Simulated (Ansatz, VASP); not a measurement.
Mg: VASP beside Ansatz

The input INCAR:

```
  PREC = Accurate
  ENCUT = 520
  EDIFF = 1E-6
  ISMEAR = 0
  SIGMA = 0.15
  LREAL = False
  LASPH = True
  NELM = 80
  ALGO = Fast
  ISIF = 2
  LWAVE = False
  LCHARG = False
  GGA = PS
  NBANDS = 9
```

The input KPOINTS:

```
Automatic mesh
0
Gamma
  18 18 10
```

POSCAR

```
Mg
1.0
    3.2092715325      0.0000000000      0.0000000000
   -1.6046357662      2.7793106748      0.0000000000
    0.0000000000      0.0000000000      5.2103300000
Mg
2
Direct
    0.2290708806      0.5903412539      0.2212110365
    0.6666666667      0.3333333333      0.7500000000
```

Input for Ansatz:

```yaml
crystal:
  lattice:
    - [3.2092715325, 0.0, 0.0]
    - [-1.6046357662, 2.7793106748, 0.0]
    - [0.0, 0.0, 5.21033]
  atoms:
    - { symbol: Mg, position: [0.2290708806, 0.5903412539, 0.2212110365] }
    - { symbol: Mg, position: [0.6666666667, 0.3333333333, 0.75] }
basis:
  ecutwfc: 420
kpoints:
  mp_grid: { grid: [18, 18, 10] }
hamiltonian:
  xc: pbesol
scf:
  occupations: { method: gaussian, width: 0.15 }
output:
  forces: true
  stress: true
  eigenvalues: true
```

Alike in both runs: task single point; functional PBEsol; k mesh 18 × 18 × 10; occupations gaussian, width 0.15 eV; no spin polarisation.

|  | VASP | Ansatz |
| --- | --- | --- |
| version | VASP 6.6.1 | Ansatz 0.2.0 |
| potentials or method | VASP PAW PBE potentials, release 64 (Mg), cutoff 520 eV | scalar-relativistic, plane waves, PAW |
| valence electrons in the cell | 4 | 20 |

|  | VASP | Ansatz | Ansatz less VASP |
| --- | --- | --- | --- |
| gap on the k mesh at the Fermi level (eV) | none | none | - |
| pressure (GPa) | -0.7 | -0.6 | +0.05 |
| traceless stress, the component that is largest in VASP (GPa) | -0.91 | -0.90 | +0.006 |
| rms of the force components (eV/Å) | 0.284 | 0.283 | -0.0013 |

VASP's potentials were made for PBE, not for PBEsol. Atom by atom the forces differ by 0.001 eV/Å (rms over components). A gap of «none» marks a metal or a gap that the smearing closes. VASP's potentials hold 4 valence electrons a cell and Ansatz's 20, so a difference there can come from the potentials and not from the codes.
